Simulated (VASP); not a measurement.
A run of VASP 6.6.1 is set up as follows.

Contents of INCAR:

```
SYSTEM = HfO2
PREC = Accurate
ENCUT = 520
EDIFF = 1E-6
ISMEAR = 0
SIGMA = 0.05
LREAL = .FALSE.
LASPH = .TRUE.
NELM = 80
ALGO = Normal
ISIF = 2
LWAVE = .FALSE.
LCHARG = .FALSE.
GGA = PE
NBANDS = 18
```

The input KPOINTS:

```
Automatic mesh
0
G
  8 8 8
  0 0 0
```

Contents of POSCAR:

```
HfO2
1.0
    0.0000000000      2.9411250000      2.5575000000
    2.5575000000      0.0000000000      2.5575000000
    2.5575000000      2.9411250000      0.0000000000
Hf O
1 2
Direct
    0.0000000000      0.0000000000      0.0000000000
    0.2500000000      0.2500000000      0.2500000000
    0.7500000000      0.7500000000      0.7500000000
```

Potentials or basis: VASP PAW PBE potentials, release 64 (Hf_pv, O).

Launch:

```console
$ cat potpaw_PBE.64/Hf_pv/POTCAR potpaw_PBE.64/O/POTCAR > POTCAR
$ mpirun -np 1 vasp_std > vasp.out
```

(1) Estimate the pressure.

(2) Estimate the band gap on the k mesh.

## Answers

(1) -28.3 GPa.

(2) 1.58 eV, indirect (least direct gap 2.06 eV).

Caveat: the cell differs from its parent crystal (strain +0.1500 x Voigt [0, 1, 0, 0, 0, 0]); spin-orbit coupling is left out, which moves the levels of the heavy elements.
